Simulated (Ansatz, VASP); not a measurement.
# Two plane-wave programs on Al6TeP2

```
Al Te P
1.0
     7.67405    0.00000    0.00000
    -3.83703    6.64593    0.00000
     0.00000    0.00000    7.78561
Al Te P
6 1 2
Direct
  0.67591 0.00000 0.50000
  0.00000 0.67591 0.50000
  0.32409 0.32409 0.50000
  0.32409 0.00000 0.50000
  0.00000 0.32409 0.50000
  0.67591 0.67591 0.50000
  0.00000 0.00000 0.00000
  0.00000 0.00000 0.33814
  0.00000 0.00000 0.66186
```

Alike in both runs: functional PBE; k mesh 6 × 6 × 4; occupations gaussian, width 0.1 eV; no spin polarisation.

Ansatz relaxed the structure, and its values are those at the end. VASP's run is a single point on that final structure, the one shown.

```csv
,VASP,Ansatz
version,VASP 6.6.1,Ansatz 0.2.0
potentials or method,"VASP PAW PBE potentials, release 64 (Al, Te, P), cutoff 520 eV","scalar-relativistic, plane waves, PAW"
valence electrons in the cell,34,44
```

|  | VASP | Ansatz | Ansatz less VASP |
| --- | --- | --- | --- |
| gap on the k mesh at the Fermi level (eV) | none | none | - |
| pressure (GPa) | 0.0 | 0.0 | +0.03 |
| rms of the force components (eV/Å) | 0.001 | 0.004 | +0.0032 |

A gap of «none» marks a metal or a gap that the smearing closes. VASP's potentials hold 34 valence electrons a cell and Ansatz's 44, so a difference there can come from the potentials and not from the codes.

Spin-orbit coupling is off throughout.
